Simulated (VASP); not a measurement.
# In (P6_3/mmc) in VASP: notebook

Runs on In. Level: PBE. Tasks: relaxation of cell and atoms, single point.

Everything below comes from runs of VASP 6.6.1. Logs are shortened: lines on timing, memory, paths and dates and some standing lists are left out, and cuts for length are marked.

## Step 1: The cell of the first run

The structure is hexagonal, space group P6_3/mmc (No. 194). The conventional cell has a = 3.331 Å, b = 3.331 Å, c = 5.440 Å, α = 90.00°, β = 90.00°, γ = 120.00°. Within 4.4 Å of In (site symmetry -6m2) lie 12 In at 3.33 Å.

## Step 2: Relaxation of cell and atoms, PBE

INCAR reads:

```
SYSTEM = In
ALGO = Normal
EDIFF = 1E-6
EDIFFG = -0.01
ENCUT = 600
GGA = PE
IBRION = 2
ISIF = 3
ISMEAR = -1
LASPH = .True.
LCHARG = .False.
LREAL = .False.
LWAVE = .False.
NELM = 60
NSW = 80
PREC = Accurate
SIGMA = 0.1
```

KPOINTS reads:

```
k-points
0
Gamma
  11 11 6
  0 0 0
```

POSCAR reads:

```
In
1.0
    3.3313943041      0.0000000000      0.0000000000
   -1.6656971520      2.8850720974      0.0000000000
    0.0000000000      0.0000000000      5.4401668986
In
2
Direct
    0.3333333333      0.6666666667      0.2500000000
    0.6666666667      0.3333333333      0.7500000000
```

Potentials or basis: VASP PAW PBE potentials, release 64 (In_d).

Started as:

```
cat potpaw_PBE.64/In_d/POTCAR > POTCAR
mpirun -np 1 vasp_std > vasp.out
```

OUTCAR:

```text
SYSTEM = In
   EDIFF = 1E-6
   EDIFFG = -0.01
   ENCUT = 600
   GGA = PE
   IBRION = 2
   ISIF = 3
   ISMEAR = -1
   LASPH = .True.
   LREAL = .False.
   NELM = 60
   NSW = 80
   PREC = Accurate

 ion  position               nearest neighbor table
   1  0.333  0.667  0.250-   2 3.33   2 3.33   2 3.33   2 3.33   2 3.33   2 3.33
   2  0.667  0.333  0.750-   1 3.33   1 3.33   1 3.33   1 3.33   1 3.33   1 3.33

  LATTYP: Found a hexagonal cell.
 ALAT       =     3.3313943041
 C/A-ratio  =     1.6330000000

  Lattice vectors:

 A1 = (   3.3313943041,   0.0000000000,   0.0000000000)
 A2 = (  -1.6656971520,   2.8850720974,   0.0000000000)
 A3 = (   0.0000000000,   0.0000000000,   5.4401668986)

Analysis of symmetry for initial positions (statically):
=====================================================================
 Subroutine PRICEL returns:
 Original cell was already a primitive cell.

 Routine SETGRP: Setting up the symmetry group for a
 hexagonal supercell.

 Subroutine GETGRP returns: Found 24 space group operations
 (whereof 12 operations were pure point group operations)
 out of a pool of 24 trial point group operations.

The static configuration has the point symmetry D_3d.
 The point group associated with its full space group is D_6h.

Analysis of symmetry for dynamics (positions and initial velocities):
=====================================================================
 Subroutine PRICEL returns:
 Original cell was already a primitive cell.

 Routine SETGRP: Setting up the symmetry group for a
 hexagonal supercell.

 Subroutine GETGRP returns: Found 24 space group operations
 (whereof 12 operations were pure point group operations)
 out of a pool of 24 trial point group operations.

The dynamic configuration has the point symmetry D_3d.
 The point group associated with its full space group is D_6h.

 Subroutine INISYM returns: Found 24 space group operations
 (whereof 12 operations are pure point group operations),
 and found     1 'primitive' translations

----------------------------------------------------------------------------------------

                                     Primitive cell

  volume of cell :      52.2871

  direct lattice vectors                    reciprocal lattice vectors
     3.331394304  0.000000000  0.000000000     0.300174614  0.173305894  0.000000000
    -1.665697152  2.885072097  0.000000000     0.000000000  0.346611789  0.000000000
     0.000000000  0.000000000  5.440166899     0.000000000  0.000000000  0.183817890

  length of vectors
     3.331394304  3.331394304  5.440166899     0.346611789  0.346611789  0.183817890

  position of ions in fractional coordinates (direct lattice)
     0.333333333  0.666666667  0.250000000
     0.666666667  0.333333333  0.750000000

  ion indices of the primitive-cell ions
   primitive index   ion index
                 1           1
                 2           2

----------------------------------------------------------------------------------------

 KPOINTS: k-points

Automatic generation of k-mesh.
 Grid dimensions read from file:
 generate k-points for:   11   11    6

 Generating k-lattice:

  Cartesian coordinates                     Fractional coordinates (reciprocal lattice)
     0.027288601  0.015755081  0.000000000     0.090909091 -0.000000000  0.000000000
     0.000000000  0.031510163  0.000000000     0.000000000  0.090909091  0.000000000
     0.000000000  0.000000000  0.030636315     0.000000000  0.000000000  0.166666667

  Length of vectors
     0.031510163  0.031510163  0.030636315

  Shift w.r.t. Gamma in fractional coordinates (k-lattice)
     0.000000000  0.000000000  0.000000000

 Subroutine IBZKPT returns following result:
 ===========================================

 Found     64 irreducible k-points:

 Following reciprocal coordinates:
            Coordinates               Weight
  0.000000  0.000000  0.000000      1.000000
  0.090909 -0.000000  0.000000      6.000000
  0.181818  0.000000  0.000000      6.000000
  0.272727  0.000000  0.000000      6.000000
  0.363636  0.000000  0.000000      6.000000
  0.454545  0.000000  0.000000      6.000000
[... 16 lines left out ...]
  0.090909  0.090909  0.166667     12.000000
  0.181818  0.090909  0.166667     24.000000
 [... further k-points ...]
   k-points           NKPTS =     64   k-points in BZ     NKDIM =     64   number of bands    NBANDS=     17
   number of dos      NEDOS =    301   number of ions     NIONS =      2
   total plane-waves  NPLWV =  37632
   dimension x,y,z NGX =    28 NGY =   28 NGZ =   48
   dimension x,y,z NGXF=    56 NGYF=   56 NGZF=   96
   ions per type =               2
   NGX,Y,Z   is equivalent  to a cutoff of  13.97, 13.97, 14.67 a.u.
   NGXF,Y,Z  is equivalent  to a cutoff of  27.95, 27.95, 29.34 a.u.
 SYSTEM =  In
   PREC   = accura    normal or accurate (medium, high low for compatibility)
   ISTART =      0    job   : 0-new  1-cont  2-samecut
   ICHARG =      2    charge: 1-file 2-atom 10-const
   ISPIN  =      1    spin polarized calculation?
   LNONCOLLINEAR =      F non collinear calculations
   LSORBIT =      F    spin-orbit coupling
   LASPH  =      T    aspherical Exc in radial PAW
   ENCUT  =  600.0 eV  44.10 Ry    6.64 a.u.   6.65  6.65 10.87*2*pi/ulx,y,z
   NELM   =     60;   NELMIN=  2; NELMDL= -5     # of ELM steps
   EDIFF  = 0.1E-05   stopping-criterion for ELM
   LREAL  =      F    real-space projection
   EDIFFG = -.1E-01   stopping-criterion for IOM
   NSW    =     80    number of steps for IOM
   IBRION =      2    ionic relax: 0-MD 1-quasi-New 2-CG
   NFREE  =      1    steps in history (QN), initial steepest desc. (CG)
   ISIF   =      3    stress and relaxation
   ISYM   =      2    0-nonsym 1-usesym 2-fastsym
   POTIM  = 0.5000    time-step for ionic-motion
   TEBEG  =    0.0;   TEEND  =   0.0 temperature during run
   PSTRESS=    0.0 pullay stress
   NELECT =      26.0000    total number of electrons
   NUPDOWN=      -1.0000    fix difference up-down
   EMIN   =  10.00;   EMAX   =-10.00  energy-range for DOS
   EFERMI =   0.00;   METHOD = LEGACY
   ISMEAR =    -1;   SIGMA  =   0.10  broadening in eV -4-tet -1-fermi 0-gaus
   EFERMI_NEDOS =   21; number of points for ismear=-14 and -15
   IALGO  =     38    algorithm
   IMIX   =      4    mixing-type and parameters
     AMIX     =   0.40;   BMIX     =  1.00
     AMIX_MAG =   1.60;   BMIX_MAG =  1.00
  volume/ion in A,a.u.               =      26.14       176.43
  Fermi-wavevector in a.u.,A,eV,Ry     =   1.296983  2.450943 22.887245  1.682165
  Thomas-Fermi vector in A             =   2.428405
   LORBIT       =      0    0 simple, 1 ext, 2 COOP (PROOUT), +10 PAW based schemes
   GGA     = PE    functional components
   LHFCALC =     F    Hartree Fock is set to
   AEXX    =    0.0000 exact exchange contribution
   IVDW    =     0    specifies the selected vdW correction
   LEPSILON=     F    determine dielectric tensor
   LRPA    =     F    only Hartree local field effects (RPA)
 conjugate gradient relaxation of ions
 non-spin polarized calculation
  energy-cutoff  :      600.00
  volume of cell :       52.29
 maximum number of plane-waves:      1768
 NGX is ok and might be reduce to    28
   NGX = 13   NGY = 13   NGZ = 21

--------------------------------------- Ionic step        1  -------------------------------------------

 number of electron      26.0000002 magnetization

 Free energy of the ion-electron system (eV)
  ---------------------------------------------------
  ext. energy  EPLUGINS =         0.00000000
  ---------------------------------------------------
  free energy    TOTEN  =        -5.11381318 eV

  energy without entropy =       -5.08477005  energy(sigma->0) =       -5.09929162

------------------------ aborting loop because EDIFF is reached ----------------------------------------

  FORCE on cell =-STRESS in cart. coord.  units (eV):
  Direction    XX          YY          ZZ          XY          YZ          ZX
  --------------------------------------------------------------------------------------
  -------------------------------------------------------------------------------------
  Total        0.7555476      0.7555476      0.6713871      0.0000000      0.0000000      0.0000000
  in kB       23.1514119     23.1514119     20.5725749      0.0000000      0.0000000      0.0000000
  external PRESSURE =      22.2917996 kB  Pullay stress =       0.0000000 kB
[... 21 lines left out ...]
  energy  without entropy=       -5.0847700483  energy(sigma->0) =       -5.09929162

--------------------------------------- Ionic step        2  -------------------------------------------

 number of electron      25.9999999 magnetization

 E-fermi :   6.9524     XC(G=0): -10.0120

 val. band max:        6.9062847901   @ k =   0.2727   0.1818   0.0000
 cond. band min:       6.9764011701   @ k =   0.2727   0.0909   0.0000
 fundamental gap:      0.0701163800
 Fermi energy:         6.9523631226

 k-point     1 :       0.0000    0.0000    0.0000
  band No.  band energies     occupation
      1      -7.6816      2.00000
      2      -7.6301      2.00000
      3      -7.6064      2.00000
      4      -7.6064      2.00000
      5      -7.5816      2.00000
      6      -7.5816      2.00000
[... 9 lines left out ...]
     16      16.7027      0.00000
     17      16.7027      0.00000
[... 443 lines left out ...]
      1      -7.6915      2.00000
      2      -7.6370      2.00000
      3      -7.6162      2.00000
      4      -7.5757      2.00000
      5      -7.5658      2.00000
      6      -7.5096      2.00000
[... 9 lines left out ...]
     16      12.8246      0.00000
     17      14.5237      0.00000

 [... further k-points ...]
[... 5 lines left out ...]
  --------------------------------------------------------------------------------------
  -------------------------------------------------------------------------------------
  Total        0.0693545      0.0693545      0.0074095      0.0000000     -0.0000000      0.0000000
  in kB        2.0170947      2.0170947      0.2154974      0.0000000     -0.0000000      0.0000000
  external PRESSURE =       1.4165623 kB  Pullay stress =       0.0000000 kB
[... 129 lines left out ...]
  energy  without entropy=       -5.1041211680  energy(sigma->0) =       -5.11910166

--------------------------------------- Ionic step        6  -------------------------------------------

 number of electron      25.9999998 magnetization

 Free energy of the ion-electron system (eV)
  ---------------------------------------------------
  ext. energy  EPLUGINS =         0.00000000
  ---------------------------------------------------
  free energy    TOTEN  =        -5.13411211 eV

  energy without entropy =       -5.10419350  energy(sigma->0) =       -5.11915280

 E-fermi :   6.8950     XC(G=0):  -9.9877

 val. band max:        6.8618116246   @ k =   0.2727   0.1818   0.0000
 cond. band min:       6.9043601672   @ k =   0.2727   0.0909   0.0000
 fundamental gap:      0.0425485426
 Fermi energy:         6.8950365357

 k-point     1 :       0.0000    0.0000    0.0000
  band No.  band energies     occupation
      1      -7.7313      2.00000
      2      -7.6788      2.00000
      3      -7.6576      2.00000
      4      -7.6576      2.00000
      5      -7.6329      2.00000
      6      -7.6329      2.00000
[... 9 lines left out ...]
     16      16.5650      0.00000
     17      16.5650      0.00000
[... 443 lines left out ...]
      1      -7.7417      2.00000
      2      -7.6882      2.00000
      3      -7.6680      2.00000
      4      -7.6297      2.00000
      5      -7.6170      2.00000
      6      -7.5618      2.00000
[... 9 lines left out ...]
     16      12.7318      0.00000
     17      14.4284      0.00000

 [... further k-points ...]
[... 5 lines left out ...]
  --------------------------------------------------------------------------------------
  -------------------------------------------------------------------------------------
  Total       -0.0131606     -0.0131606     -0.0142871     -0.0000000     -0.0000000     -0.0000000
  in kB       -0.3807738     -0.3807738     -0.4133661     -0.0000000     -0.0000000     -0.0000000
  external PRESSURE =      -0.3916379 kB  Pullay stress =       0.0000000 kB
[... 17 lines left out ...]
  FREE ENERGIE OF THE ION-ELECTRON SYSTEM (eV)
  ---------------------------------------------------
  free  energy   TOTEN  =        -5.1341121122 eV

  energy  without entropy=       -5.1041934975  energy(sigma->0) =       -5.11915280

 reached required accuracy - stopping structural energy minimisation
```

It took 1.9 min on 1 thread of Intel Xeon 6975P-C (Granite Rapids), shared host; peak memory 0.22 GiB.

What came out:

* Free energy: -5.1341 eV
* Relaxed volume: 27.69 Å³/atom
* Relaxed cell: a = 3.402 Å, b = 3.402 Å, c = 5.523 Å, α = 90.00°, β = 90.00°, γ = 120.00°
* Space group after relaxing (to 0.05 Å): P6_3/mmc (No. 194)
* Energy gained by relaxing: 10.1 meV/atom
* Ionic steps: 6
* Pressure after relaxing: 0.0 GPa
* Band gap on the k mesh: zero (band 13 reaches 10.38 eV, above the bottom of band 14 at 4.54 eV)

The path:
```tsv
step	energy change (eV)	largest force (eV/Å)	pressure (GPa)	volume (Å³)
1	0.0000	0.0000	2.23	52.29
2	-0.0201	0.0000	0.14	55.09
3	-0.0202	0.0000	0.03	55.32
4	-0.0202	0.0000	-0.04	55.38
5	-0.0203	0.0000	-0.04	55.38
6	-0.0203	0.0000	-0.04	55.38
```

Final structure:
```cif
data_structure
_symmetry_space_group_name_H-M 'P 1'
_symmetry_Int_Tables_number 1
_cell_length_a 3.4025
_cell_length_b 3.4025
_cell_length_c 5.5234
_cell_angle_alpha 90.000
_cell_angle_beta 90.000
_cell_angle_gamma 120.000
_cell_volume 55.38
loop_
_atom_site_label
_atom_site_type_symbol
_atom_site_fract_x
_atom_site_fract_y
_atom_site_fract_z
_atom_site_occupancy
In1 In 0.33333 0.66667 0.25000 1
In2 In 0.66667 0.33333 0.75000 1
```

Caveat: spin-orbit coupling is left out, which moves the levels of the heavy elements.

## Step 3: Single point, PBE

This run uses another cell than the first one, of 27.66 Å³/atom, 1.058 times its volume.

INCAR reads:

```
ALGO     = Normal         # electronic algorithm
EDIFF    = 1E-6           # SCF threshold, eV
ENCUT    = 520            # plane-wave cutoff, eV
GGA      = PE             # functional
ISIF     = 2              # what is computed and relaxed
ISMEAR   = -1             # smearing method
LASPH    = T              # aspherical terms in the spheres
LCHARG   = F              # write CHGCAR
LREAL    = F              # projectors in reciprocal space
LWAVE    = F              # write WAVECAR
NBANDS   = 20             # bands
NELM     = 60             # most SCF steps
PREC     = Accurate       # precision mode
SIGMA    = 0.1            # smearing width, eV
```

KPOINTS reads:

```
k-points
0
Gamma
  17 17 10
```

POSCAR reads:

```
In
1.0
    3.4000647759      0.0000000000      0.0000000000
   -1.7000323879      2.9445424705      0.0000000000
    0.0000000000      0.0000000000      5.5260131684
In
2
Direct
    0.3333333333      0.6666666667      0.2500000000
    0.6666666667      0.3333333333      0.7500000000
```

Potentials or basis: VASP PAW PBE potentials, release 64 (In_d).

Started as:

```
cat potpaw_PBE.64/In_d/POTCAR > POTCAR
mpirun -np 1 vasp_std > vasp.out
```

Wall time 82 s (1 thread of Intel Xeon 6975P-C (Granite Rapids), shared host); peak memory 0.3 GiB.

Results (log left out):

| Property | Result |
| --- | --- |
| Free energy | -5.1234 eV |
| Pressure | 0.0 GPa |
| Band gap on the k mesh | zero (band 13 reaches 10.47 eV, above the bottom of band 14 at 4.47 eV) |

Stress tensor (GPa, compression positive):
```
 0.11  0.00  0.00
 0.00  0.11  0.00
 0.00  0.00 -0.07
```

Levels at points of the mesh, in eV from the Fermi level:
| k point | band 10 | band 11 | band 12 | band 13 | band 14 | band 15 | band 16 | band 17 |
| --- | --- | --- | --- | --- | --- | --- | --- | --- |
| (0.00, 0.00, 0.00) | -14.33 | -9.19 | -4.26 | -3.14 | 7.88 | 7.88 | 9.67 | 9.67 |
| (0.00, 0.00, 0.50) | -14.39 | -7.85 | -7.85 | 3.03 | 3.03 | 8.87 | 8.87 | 8.87 |

Caveat: spin-orbit coupling is left out, which moves the levels of the heavy elements.

[end of part 1 of 2]
